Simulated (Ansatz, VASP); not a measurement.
# Ga2P3: VASP beside Ansatz

```
CELL_PARAMETERS angstrom
4.70146 0.00000 0.00000
0.00000 4.70146 0.00000
0.00000 0.00000 4.70146
ATOMIC_POSITIONS crystal
Ga 0.00000 0.00000 0.00000
Ga 0.50000 0.50000 0.50000
P 0.00000 0.50000 0.50000
P 0.50000 0.00000 0.50000
P 0.50000 0.50000 0.00000
```

Alike in both runs: functional PBE; k mesh 4 × 4 × 4; occupations gaussian, width 0.1 eV; no spin polarisation.

Ansatz relaxed the structure, and its values are those at the end. VASP's run is a single point on that final structure, the one shown.

|  | VASP | Ansatz |
| --- | --- | --- |
| version | VASP 6.6.1 | Ansatz 0.2.0 |
| potentials or method | VASP PAW PBE potentials, release 64 (Ga_d, P), cutoff 520 eV | scalar-relativistic, plane waves, PAW |
| valence electrons in the cell | 41 | 41 |

```tsv
	VASP	Ansatz	Ansatz less VASP
gap on the k mesh at the Fermi level (eV)	none	none	-
pressure (GPa)	0.1	0.1	+0.01
```

A gap of «none» marks a metal or a gap that the smearing closes.
